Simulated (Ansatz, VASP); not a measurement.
One calculation of Al2O3, two programs

Contents of INCAR:

```
PREC = Accurate
ENCUT = 600
EDIFF = 1E-6
ISMEAR = -1
SIGMA = 0.02
LREAL = False
LASPH = True
NELM = 60
ALGO = Normal
ISIF = 3
LWAVE = False
LCHARG = False
GGA = PE
IBRION = 2
NSW = 80
EDIFFG = -0.01
```

Contents of KPOINTS:

```
regular mesh
0
Gamma
  6 6 6
```

The input POSCAR:

```
Al2O3
1.0
    2.3802500000      1.3742379800      4.3318666700
   -2.3802500000      1.3742379800      4.3318666700
    0.0000000000     -2.7484759600      4.3318666700
Al O
4 6
Direct
    0.3521600000      0.3521600000      0.3521600000
    0.1478400000      0.1478400000      0.1478400000
    0.6478400000      0.6478400000      0.6478400000
    0.8521600000      0.8521600000      0.8521600000
    0.5566800000      0.9433200000      0.2500000000
    0.2500000000      0.5566800000      0.9433200000
    0.9433200000      0.2500000000      0.5566800000
    0.4433200000      0.0566800000      0.7500000000
    0.7500000000      0.4433200000      0.0566800000
    0.0566800000      0.7500000000      0.4433200000
```

Input for Ansatz:

```yaml
crystal:
  lattice:
    - [2.38025, 1.37423798, 4.33186667]
    - [-2.38025, 1.37423798, 4.33186667]
    - [0.0, -2.74847596, 4.33186667]
  atoms:
    - { symbol: Al, position: [0.35216, 0.35216, 0.35216] }
    - { symbol: Al, position: [0.14784, 0.14784, 0.14784] }
    - { symbol: Al, position: [0.64784, 0.64784, 0.64784] }
    - { symbol: Al, position: [0.85216, 0.85216, 0.85216] }
    - { symbol: O, position: [0.55668, 0.94332, 0.25] }
    - { symbol: O, position: [0.25, 0.55668, 0.94332] }
    - { symbol: O, position: [0.94332, 0.25, 0.55668] }
    - { symbol: O, position: [0.44332, 0.05668, 0.75] }
    - { symbol: O, position: [0.75, 0.44332, 0.05668] }
    - { symbol: O, position: [0.05668, 0.75, 0.44332] }
  symmetry: { tolerance: 0.0003 }
hamiltonian:
  xc: pbe
  pseudopotentials: { kind: paw, azcp: { folder: soft_1 } }
basis:
  ecutwfc: 420
magnetization:
  spin_polarized: false
scf:
  occupations: { method: fermi_dirac, width: 0.02 }
kpoints:
  mp_grid: { grid: [6, 6, 6], shift: [0, 0, 0] }
output:
  forces: true
  stress: true
  eigenvalues: true
relax:
  max_steps: 60
  cell: {}
```

Alike in both runs: task relaxation of cell and atoms; functional PBE; k mesh 6 × 6 × 6; occupations fermi-dirac, width 0.02 eV; no spin polarisation.

```csv
,VASP,Ansatz
version,VASP 6.6.1,Ansatz 0.2.0
potentials or method,"VASP PAW PBE potentials, release 64 (Al, O), cutoff 600 eV",PAW plane waves
valence electrons in the cell,48,48
```

Ansatz gave:

| Quantity | Value |
| --- | --- |
| gap on the k mesh at the Fermi level, each at its own relaxed structure (eV) | 5.86 |
| relaxed volume (Å³/atom) | 8.76 |
| relaxed cell length with the largest relative difference (Å) | 5.180 |

Task: Estimate VASP's values.

Result: gap on the k mesh at the Fermi level, each at its own relaxed structure (eV): 5.88; relaxed volume (Å³/atom): 8.74; relaxed cell length with the largest relative difference (Å): 5.177.
